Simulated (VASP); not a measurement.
A run of VASP 6.6.1:

The input POSCAR:

```
TlCl
1.0
    3.7936346943      0.0000000000      0.0000000000
    0.0000000000      3.7936346943      0.0000000000
    0.0000000000      0.0000000000      3.7936346943
Tl Cl
1 1
Direct
    0.0000000000      0.0000000000      0.0000000000
    0.5000000000      0.5000000000      0.5000000000
```

Contents of INCAR.step1:

```
PREC     = Accurate       # precision mode
ENCUT    = 400            # plane-wave cutoff, eV
EDIFF    = 1E-5           # SCF threshold, eV
ISMEAR   = 0              # smearing method
SIGMA    = 0.01           # smearing width, eV
LREAL    = F              # projectors in reciprocal space
LASPH    = T              # aspherical terms in the spheres
NELM     = 120            # most SCF steps
ALGO     = Normal         # electronic algorithm
ISIF     = 2              # what is computed and relaxed
LWAVE    = T              # write WAVECAR
LCHARG   = F              # write CHGCAR
NBANDS   = 17             # bands
GGA      = PE             # functional
GGA_COMPAT= F
```

INCAR.step2

```
PREC     = Accurate       # precision mode
ENCUT    = 400            # plane-wave cutoff, eV
EDIFF    = 1E-6           # SCF threshold, eV
ISMEAR   = 0              # smearing method
SIGMA    = 0.01           # smearing width, eV
LREAL    = F              # projectors in reciprocal space
LASPH    = T              # aspherical terms in the spheres
NELM     = 120            # most SCF steps
ALGO     = Normal         # electronic algorithm
ISIF     = 2              # what is computed and relaxed
LWAVE    = F              # write WAVECAR
LCHARG   = F              # write CHGCAR
GGA      = PE             # functional
LHFCALC  = T              # exact exchange
AEXX     = 0.25           # exact-exchange fraction
PRECFOCK = Normal       
NBANDS   = 17             # bands
ISTART   = 1            
GGA_COMPAT= F
```

The input KPOINTS:

```
Automatic mesh
0
Gamma
  4 4 4
```

Potentials or basis: VASP PAW PBE potentials, release 64 (Tl_d, Cl).

Command:

```sh
$ cat potpaw_PBE.64/Tl_d/POTCAR potpaw_PBE.64/Cl/POTCAR > POTCAR
$ cp INCAR.step1 INCAR
$ mpirun -np 1 vasp_std > vasp.out
$ cp INCAR.step2 INCAR
$ mpirun -np 1 vasp_std > vasp.out
```

Hardware: 1 thread of Intel(R) Xeon(R) Platinum 8375C CPU @ 2.90GHz (Ice Lake) (shared host).

Question: How long does it take, and how much memory?

Answer: Wall time 5.5 min on 1 thread of Intel(R) Xeon(R) Platinum 8375C CPU @ 2.90GHz (Ice Lake), on a shared host, peak memory 0.16 GiB. Counts: k points 10.
